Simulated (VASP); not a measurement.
# CoO (C2/m) in VASP: single point with LDA

Aim: the single point of CoO with LDA.

All numbers are computed with VASP 6.6.1; they aren't measurements. Logs are shortened: lines on timing, memory, paths and dates and some standing lists are left out, and cuts for length are marked.

**1. The cell of the first run**

The typed cell holds 2 atoms: a = 3.021 Å, b = 3.021 Å, c = 3.039 Å, α = 120.29°, β = 120.29°, γ = 91.53°.

**2. Single point, LDA, collinear spin, ferromagnetic start (equal xy, yz and zx shear strains of -3 %)**

The input, INCAR:

```
SYSTEM = CoO
PREC = Accurate
ENCUT = 520
EDIFF = 1E-6
ISMEAR = -1
SIGMA = 0.03
LREAL = .False.
LASPH = .True.
NELM = 150
ALGO = Normal
ISIF = 2
LWAVE = .False.
LCHARG = .False.
ISPIN = 2
MAGMOM = 2 0
LORBIT = 11
LMAXMIX = 4
NBANDS = 18
```

The input, KPOINTS:

```
regular mesh
0
Gamma
  13 13 15
  0 0 0
```

The input, POSCAR:

```
CoO
1.0
   -1.5622289045      1.4990114059      2.1072499549
    1.4990114059     -1.5622289045      2.1072499549
    1.5169888999      1.5169888999     -2.1524899595
Co O
1 1
Direct
    0.0000000000      0.0000000000      0.0000000000
    0.5000000000      0.5000000000      0.0000000000
```

Potentials or basis: VASP PAW LDA potentials, release 64 (Co, O).

On the command line:

```console
$ cat potpaw_LDA.64/Co/POTCAR potpaw_LDA.64/O/POTCAR > POTCAR
$ mpirun -np 1 vasp_std > vasp.out
```

OUTCAR:

```text
SYSTEM = CoO
   PREC = Accurate
   ENCUT = 520
   EDIFF = 1E-6
   ISMEAR = -1
   LREAL = .False.
   LASPH = .True.
   NELM = 150
   ISIF = 2
   ISPIN = 2
   LORBIT = 11

 ion  position               nearest neighbor table
   1  0.000  0.000  0.000-   2 2.10   2 2.10   2 2.11   2 2.11   2 2.16   2 2.16
   2  0.500  0.500  0.000-   1 2.10   1 2.10   1 2.11   1 2.11   1 2.16   1 2.16

  Warning from LATTYP: Got some problem with cell dimensions!
  Tried to take original basis but could not verify dimensions!
  LATTYP: Found a base centered monoclinic cell.
 ALAT       =     4.2022636955
 B/A-ratio  =     1.0302179678
 C/A-ratio  =     0.6929207663
 COS(beta)  =    -0.6906532873

  Lattice vectors:

 A1 = (  -3.0160003058,   0.0452400046,   0.0452400046)
 A2 = (   0.0452400046,  -3.0160003058,   0.0452400046)
 A3 = (   1.4537714013,   1.4537714013,   2.0620099503)

Analysis of symmetry for initial positions (statically):
=====================================================================
 Subroutine PRICEL returns:
 Original cell was already a primitive cell.

 Routine SETGRP: Setting up the symmetry group for a
 base centered monoclinic supercell.

 Subroutine GETGRP returns: Found  4 space group operations
 (whereof  4 operations were pure point group operations)
 out of a pool of  4 trial point group operations.

The static configuration has the point symmetry C_2h.

Analysis of symmetry for dynamics (positions and initial velocities):
=====================================================================
 Subroutine PRICEL returns:
 Original cell was already a primitive cell.

 Routine SETGRP: Setting up the symmetry group for a
 base centered monoclinic supercell.

 Subroutine GETGRP returns: Found  4 space group operations
 (whereof  4 operations were pure point group operations)
 out of a pool of  4 trial point group operations.

The dynamic configuration has the point symmetry C_2h.

Analysis of structural, dynamic, and magnetic symmetry:
=====================================================================
 Subroutine PRICEL returns:
 Original cell was already a primitive cell.

 Routine SETGRP: Setting up the symmetry group for a
 base centered monoclinic supercell.

 Subroutine GETGRP returns: Found  4 space group operations
 (whereof  4 operations were pure point group operations)
 out of a pool of  4 trial point group operations.

The overall configuration has the point symmetry C_2h.

 Subroutine INISYM returns: Found  4 space group operations
 (whereof  4 operations are pure point group operations),
 and found     1 'primitive' translations

----------------------------------------------------------------------------------------

                                     Primitive cell

  volume of cell :      19.1550

  direct lattice vectors                    reciprocal lattice vectors
    -1.562228904  1.499011406  2.107249955     0.008666513  0.335331492  0.242436046
     1.499011406 -1.562228904  2.107249955     0.335331492  0.008666513  0.242436046
     1.516988900  1.516988900 -2.152489959     0.336768019  0.336768019  0.010103041

  length of vectors
     3.021274022  3.021274022  3.039033345     0.413881087  0.413881087  0.476369047

  position of ions in fractional coordinates (direct lattice)
     0.000000000  0.000000000  0.000000000
     0.500000000  0.500000000  1.000000000

  ion indices of the primitive-cell ions
   primitive index   ion index
                 1           1
                 2           2

----------------------------------------------------------------------------------------

 KPOINTS: regular mesh

Automatic generation of k-mesh.
 Grid dimensions read from file:
 generate k-points for:   13   13   15

 Generating k-lattice:

  Cartesian coordinates                     Fractional coordinates (reciprocal lattice)
     0.000666655  0.025794730  0.018648927     0.076923077 -0.000000000  0.000000000
     0.025794730  0.000666655  0.018648927    -0.000000000  0.076923077  0.000000000
     0.022451201  0.022451201  0.000673536    -0.000000000 -0.000000000  0.066666667

  Length of vectors
     0.031837007  0.031837007  0.031757936

  Shift w.r.t. Gamma in fractional coordinates (k-lattice)
     0.000000000  0.000000000  0.000000000

 Subroutine IBZKPT returns following result:
 ===========================================

 Found    686 irreducible k-points:

 Following reciprocal coordinates:
            Coordinates               Weight
  0.000000  0.000000  0.000000      1.000000
  0.076923  0.000000  0.000000      4.000000
  0.153846 -0.000000  0.000000      4.000000
  0.230769  0.000000  0.000000      4.000000
  0.307692 -0.000000  0.000000      4.000000
  0.384615  0.000000  0.000000      4.000000
[... 16 lines left out ...]
  0.384615  0.153846  0.000000      4.000000
  0.461538  0.153846  0.000000      4.000000
 [... further k-points ...]
   k-points           NKPTS =    686   k-points in BZ     NKDIM =    686   number of bands    NBANDS=     18
   number of dos      NEDOS =    301   number of ions     NIONS =      2
   total plane-waves  NPLWV =  13824
   dimension x,y,z NGX =    24 NGY =   24 NGZ =   24
   dimension x,y,z NGXF=    48 NGYF=   48 NGZF=   48
   ions per type =               1   1
   NGX,Y,Z   is equivalent  to a cutoff of  13.21, 13.21, 13.13 a.u.
   NGXF,Y,Z  is equivalent  to a cutoff of  26.41, 26.41, 26.26 a.u.
 SYSTEM =  CoO
   PREC   = accura    normal or accurate (medium, high low for compatibility)
   ISTART =      0    job   : 0-new  1-cont  2-samecut
   ICHARG =      2    charge: 1-file 2-atom 10-const
   ISPIN  =      2    spin polarized calculation?
   LNONCOLLINEAR =      F non collinear calculations
   LSORBIT =      F    spin-orbit coupling
   LASPH  =      T    aspherical Exc in radial PAW
   ENCUT  =  520.0 eV  38.22 Ry    6.18 a.u.   5.62  5.62  5.65*2*pi/ulx,y,z
   NELM   =    150;   NELMIN=  2; NELMDL= -5     # of ELM steps
   EDIFF  = 0.1E-05   stopping-criterion for ELM
   LREAL  =      F    real-space projection
   EDIFFG = 0.1E-04   stopping-criterion for IOM
   NSW    =      0    number of steps for IOM
   IBRION =     -1    ionic relax: 0-MD 1-quasi-New 2-CG
   NFREE  =      0    steps in history (QN), initial steepest desc. (CG)
   ISIF   =      2    stress and relaxation
   ISYM   =      2    0-nonsym 1-usesym 2-fastsym
   POTIM  = 0.5000    time-step for ionic-motion
   TEBEG  =    0.0;   TEEND  =   0.0 temperature during run
   PSTRESS=    0.0 pullay stress
   NELECT =      15.0000    total number of electrons
   NUPDOWN=      -1.0000    fix difference up-down
   EMIN   =  10.00;   EMAX   =-10.00  energy-range for DOS
   EFERMI =   0.00;   METHOD = LEGACY
   ISMEAR =    -1;   SIGMA  =   0.03  broadening in eV -4-tet -1-fermi 0-gaus
   EFERMI_NEDOS =   21; number of points for ismear=-14 and -15
   IALGO  =     38    algorithm
   IMIX   =      4    mixing-type and parameters
     AMIX     =   0.40;   BMIX     =  1.00
     AMIX_MAG =   1.60;   BMIX_MAG =  1.00
  volume/ion in A,a.u.               =       9.58        64.63
  Fermi-wavevector in a.u.,A,eV,Ry     =   1.508960  2.851521 30.979922  2.276960
  Thomas-Fermi vector in A             =   2.619345
   LORBIT       =     11    0 simple, 1 ext, 2 COOP (PROOUT), +10 PAW based schemes
   GGA     = CA    functional components
   LHFCALC =     F    Hartree Fock is set to
   AEXX    =    0.0000 exact exchange contribution
   IVDW    =     0    specifies the selected vdW correction
   LEPSILON=     F    determine dielectric tensor
   LRPA    =     F    only Hartree local field effects (RPA)
 spin polarized calculation
  energy-cutoff  :      520.00
  volume of cell :       19.16
 maximum number of plane-waves:       533
   NGX = 11   NGY = 11   NGZ = 11

 number of electron      15.0000001 magnetization       2.6834580

 Free energy of the ion-electron system (eV)
  ---------------------------------------------------
  ext. energy  EPLUGINS =         0.00000000
  ---------------------------------------------------
  free energy    TOTEN  =       -14.67378458 eV

  energy without entropy =      -14.66153989  energy(sigma->0) =      -14.66766224

 E-fermi :   7.7573     XC(G=0): -12.9378

 val. band max:        7.7557770966   @ k =   0.3846   0.3077   0.0667
 cond. band min:       7.7578081407   @ k =   0.3846   0.3846   0.2667
 fundamental gap:      0.0020310441
 Fermi energy:         7.7572635847

 spin component 1

 k-point     1 :       0.0000    0.0000    0.0000
  band No.  band energies     occupation
      1     -12.4002      1.00000
      2       4.2446      1.00000
      3       4.4678      1.00000
      4       4.5433      1.00000
      5       4.6728      1.00000
      6       4.7754      1.00000
[... 10 lines left out ...]
     17      29.9490      0.00000
     18      32.0613      0.00000

 k-point     2 :       0.0769    0.0000    0.0000
  band No.  band energies     occupation
      1     -12.3332      1.00000
      2       3.7258      1.00000
      3       3.8893      1.00000
      4       3.9421      1.00000
      5       4.7782      1.00000
      6       4.8241      1.00000
[... 10 lines left out ...]
     17      30.4612      0.00000
     18      33.1455      0.00000

 k-point     3 :       0.1538   -0.0000    0.0000
  band No.  band energies     occupation
      1     -12.1420      1.00000
      2       2.8449      1.00000
      3       3.0584      1.00000
      4       3.2845      1.00000
      5       4.9285      1.00000
      6       4.9435      1.00000
[... 412 lines left out ...]
 k-point    23 :       0.3846    0.1538    0.0000
  band No.  band energies     occupation
      1     -11.0373      1.00000
      2      -0.1432      1.00000
      3       1.5574      1.00000
      4       1.7912      1.00000
      5       5.5183      1.00000
      6       5.5516      1.00000
[... 10 lines left out ...]
     17      35.2022      0.00000
     18      36.6497      0.00000

 k-point    24 :       0.4615    0.1538    0.0000
  band No.  band energies     occupation
      1     -11.0127      1.00000
      2      -0.1604      1.00000
      3       1.6284      1.00000
      4       1.6614      1.00000
      5       5.5051      1.00000
      6       5.6086      1.00000
[... 10 lines left out ...]
     17      34.1937      0.00000
     18      35.7084      0.00000

 [... further k-points ...]

 spin component 2

 k-point     1 :       0.0000    0.0000    0.0000
  band No.  band energies     occupation
      1     -11.9351      1.00000
      2       4.7435      1.00000
      3       5.0152      1.00000
      4       5.0625      1.00000
      5       6.5096      1.00000
      6       6.5933      1.00000
[... 10 lines left out ...]
     17      30.7299      0.00000
     18      32.8170      0.00000

 k-point     2 :       0.0769    0.0000    0.0000
  band No.  band energies     occupation
      1     -11.8668      1.00000
      2       4.5055      1.00000
      3       4.5321      1.00000
      4       4.7850      1.00000
      5       6.6089      1.00000
      6       6.6636      1.00000
[... 10 lines left out ...]
     17      31.1690      0.00000
     18      33.9141      0.00000

 k-point     3 :       0.1538   -0.0000    0.0000
  band No.  band energies     occupation
      1     -11.6720      1.00000
      2       3.4684      1.00000
      3       4.0085      1.00000
      4       4.2805      1.00000
      5       6.8142      1.00000
      6       6.8224      1.00000
[... 412 lines left out ...]
 k-point    23 :       0.3846    0.1538    0.0000
  band No.  band energies     occupation
      1     -10.5380      1.00000
      2       0.4077      1.00000
      3       2.5970      1.00000
      4       2.6528      1.00000
      5       7.5037      0.99979
      6       7.6035      0.99409
[... 10 lines left out ...]
     17      35.6021      0.00000
     18      37.1864      0.00000

 k-point    24 :       0.4615    0.1538    0.0000
  band No.  band energies     occupation
      1     -10.5116      1.00000
      2       0.3759      1.00000
      3       2.5600      1.00000
      4       2.6423      1.00000
      5       7.5228      0.99960
      6       7.6244      0.98820
[... 10 lines left out ...]
     17      34.5508      0.00000
     18      36.2106      0.00000

 [... further k-points ...]

------------------------ aborting loop because EDIFF is reached ----------------------------------------

  FORCE on cell =-STRESS in cart. coord.  units (eV):
  Direction    XX          YY          ZZ          XY          YZ          ZX
  --------------------------------------------------------------------------------------
  -------------------------------------------------------------------------------------
  Total       -2.3427964     -2.3427964     -2.4012738     -0.0852340     -0.0076342     -0.0076360
  in kB     -195.9577733   -195.9577733   -200.8489758     -7.1291986     -0.6385422     -0.6386927
  external PRESSURE =    -197.5881741 kB  Pullay stress =       0.0000000 kB

 VOLUME and BASIS-vectors are now :
 -----------------------------------------------------------------------------
  energy-cutoff  :      520.00
  volume of cell :       19.16
      direct lattice vectors                 reciprocal lattice vectors
    -1.562228904  1.499011406  2.107249955     0.008666513  0.335331492  0.242436046
     1.499011406 -1.562228904  2.107249955     0.335331492  0.008666513  0.242436046
     1.516988900  1.516988900 -2.152489959     0.336768019  0.336768019  0.010103041

 POSITION                                       TOTAL-FORCE (eV/Angst)
 -----------------------------------------------------------------------------------
      0.00000      0.00000      0.00000         0.000000      0.000000      0.000000
     -0.03161     -0.03161      2.10725        -0.000000     -0.000000      0.000000
 -----------------------------------------------------------------------------------
    total drift:                               -0.000000      0.000000     -0.000000

  FREE ENERGIE OF THE ION-ELECTRON SYSTEM (eV)
  ---------------------------------------------------
  free  energy   TOTEN  =       -14.6737845829 eV

  energy  without entropy=      -14.6615398923  energy(sigma->0) =      -14.66766224

 total charge

# of ion       s       p       d       tot
------------------------------------------
    1        0.299   0.364   7.198   7.861
    2        1.546   3.381   0.000   4.927
--------------------------------------------------
tot          1.846   3.745   7.198  12.788

 magnetization (x)

# of ion       s       p       d       tot
------------------------------------------
    1        0.019   0.017   2.312   2.348
    2        0.028   0.249   0.000   0.277
--------------------------------------------------
tot          0.047   0.266   2.312   2.625
```

Wall time 2.7 min (1 thread of Intel Xeon 6975P-C (Granite Rapids), shared host); peak memory 0.44 GiB.

What came out:

| Quantity | Value |
| --- | --- |
| Free energy | -14.6738 eV |
| Pressure | -19.8 GPa |
| Net moment | 2.68 μB per cell |
| Site moments | Co +2.35; O +0.28 μB |
| Valence electrons inside the program's atomic spheres | Co 7.86; O 4.93 |

Stress tensor (GPa, compression positive):
```
-19.60  -0.71  -0.06
 -0.71 -19.60  -0.06
 -0.06  -0.06 -20.08
```

Levels at points of the mesh, in eV from the Fermi level:
Spin up:
```csv
k point,band 7,band 8,band 9,band 10,band 11,band 12
"(0.00, 0.00, 0.00)",-2.92,-2.91,-2.78,1.01,16.62,17.48
```
Spin down:
```tsv
k point	band 2	band 3	band 4	band 5	band 6	band 7	band 8	band 9	band 10	band 11
(0.00, 0.00, 0.00)	-3.01	-2.74	-2.69	-1.25	-1.16	-0.97	-0.50	-0.47	1.54	16.72
```

Caveat: the cell differs from its parent crystal (equal xy, yz and zx shear strains of -3 %); the cell stands under tension; a cell with one magnetic atom can't hold antiferromagnetic order, which such compounds often take; semilocal functionals often make such compounds metallic where correlation or magnetic order opens a gap, which also shifts bond lengths.
